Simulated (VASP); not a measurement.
Input of a VASP 6.6.1 run:

The input INCAR:

```
PREC = Accurate
ENCUT = 520
EDIFF = 1E-8
ISMEAR = 0
SIGMA = 0.01
LREAL = False
LASPH = True
NELM = 120
ALGO = Normal
ISIF = 2
LWAVE = False
LCHARG = False
GGA = PE
LEFG = True
NBANDS = 46
GGA_COMPAT = False
```

KPOINTS

```
Automatic mesh
0
Gamma
  6 6 6
```

Contents of POSCAR:

```
C
1.0
    0.0000000000      3.5667400000      3.5667400000
    3.5667400000      0.0000000000      3.5667400000
    3.5667400000      3.5667400000      0.0000000000
C
16
Direct
    0.0000000000      0.0000000000      0.0000000000
    0.0000000000      0.0000000000      0.5000000000
    0.0000000000      0.5000000000      0.0000000000
    0.0000000000      0.5000000000      0.5000000000
    0.5000000000      0.0000000000      0.0000000000
    0.5000000000      0.0000000000      0.5000000000
    0.5000000000      0.5000000000      0.0000000000
    0.5000000000      0.5000000000      0.5000000000
    0.1250000000      0.1250000000      0.1250000000
    0.1250000000      0.1250000000      0.6250000000
    0.1250000000      0.6250000000      0.1250000000
    0.1250000000      0.6250000000      0.6250000000
    0.6250000000      0.1250000000      0.1250000000
    0.6250000000      0.1250000000      0.6250000000
    0.6250000000      0.6250000000      0.1250000000
    0.6250000000      0.6250000000      0.6250000000
```

Potentials or basis: VASP PAW PBE potentials, release 64 (C).

Launch:

```bash
$ cat potpaw_PBE.64/C/POTCAR > POTCAR
$ mpirun -np 1 vasp_std > vasp.out
```

What does it give for the band gap on the k mesh?

4.15 eV.

What does it give for the pressure?

2.5 GPa.

Caveat: without QUAD_EFG the Cq values of the log hold for a quadrupole moment of 1 mb, not for the nuclei. As with any semilocal functional, this PBE gap is likely too small.
